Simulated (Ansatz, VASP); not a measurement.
## GaP: VASP beside Ansatz

```xyz
4
Lattice="1.9504 1.1260 6.2622 -1.9504 1.1260 6.2622 0.0000 -2.2521 6.2622" Properties=species:S:1:pos:R:3 pbc="T T T"
Ga    0.0000    0.0000    8.1774
Ga    0.0000    0.0000   10.6092
P     0.0000    0.0000    1.0369
P     0.0000    0.0000   17.7497
```

Alike in both runs: task single point; functional PBE; k mesh 9 × 9 × 9; occupations gaussian, width 0.02 eV; no spin polarisation.

|  | VASP | Ansatz |
| --- | --- | --- |
| version | VASP 6.6.1 | Ansatz 0.2.0 |
| potentials or method | VASP PAW PBE potentials, release 64 (Ga_d, P), cutoff 520 eV | scalar-relativistic, plane waves, PAW |
| valence electrons in the cell | 36 | 36 |

VASP gave:

- gap on the k mesh at the Fermi level (eV): 0.79
- least direct gap on the mesh (eV): 0.80
- pressure (GPa): 2.8
- traceless stress, the component that is largest in VASP (GPa): 7.42
- rms of the force components (eV/Å): 0.784

**Question.** What did Ansatz give for the same quantities?

**Answer.** gap on the k mesh at the Fermi level (eV): 0.80; least direct gap on the mesh (eV): 0.80; pressure (GPa): 2.8; traceless stress, the component that is largest in VASP (GPa): 7.56; rms of the force components (eV/Å): 0.812.

Atom by atom the forces differ by 0.028 eV/Å (rms over components).
